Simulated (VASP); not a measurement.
A run of VASP 6.6.1 is set up as follows.

INCAR

```
PREC = Accurate
ENCUT = 520
EDIFF = 1E-6
ISMEAR = -1
SIGMA = 0.1
LREAL = False
LASPH = True
NELM = 80
ALGO = Normal
ISIF = 2
LWAVE = False
LCHARG = True
GGA = PE
LELF = True
LVHAR = True
NBANDS = 18
```

The input KPOINTS:

```
regular mesh
0
Gamma
  17 17 17
```

The input POSCAR:

```
Ta
1.0
   -2.2103386475      2.2103386475      1.2087069688
    2.2103386475     -2.2103386475      1.2087069688
    2.2103386475      2.2103386475     -1.2087069688
Ta
2
Direct
   -0.3750000000     -0.1250000000     -0.2500000000
    0.3750000000      0.1250000000      0.2500000000
```

Potentials or basis: VASP PAW PBE potentials, release 64 (Ta_pv).

Launch:

```console
$ cat potpaw_PBE.64/Ta_pv/POTCAR > POTCAR
$ mpirun -np 1 vasp_std > vasp.out
```

Task: Predict the band gap on the k mesh.

Result: Zero (bands 11 and 12 overlap by 2.37 eV).

Task: Predict the pressure.

Result: 221.0 GPa.

Stress tensor (GPa, compression positive):
```
221.26   0.00   0.00
  0.00 221.26   0.00
  0.00   0.00 220.61
```

Caveat: the cell stands under pressure; spin-orbit coupling is left out, which moves the levels of the heavy elements.
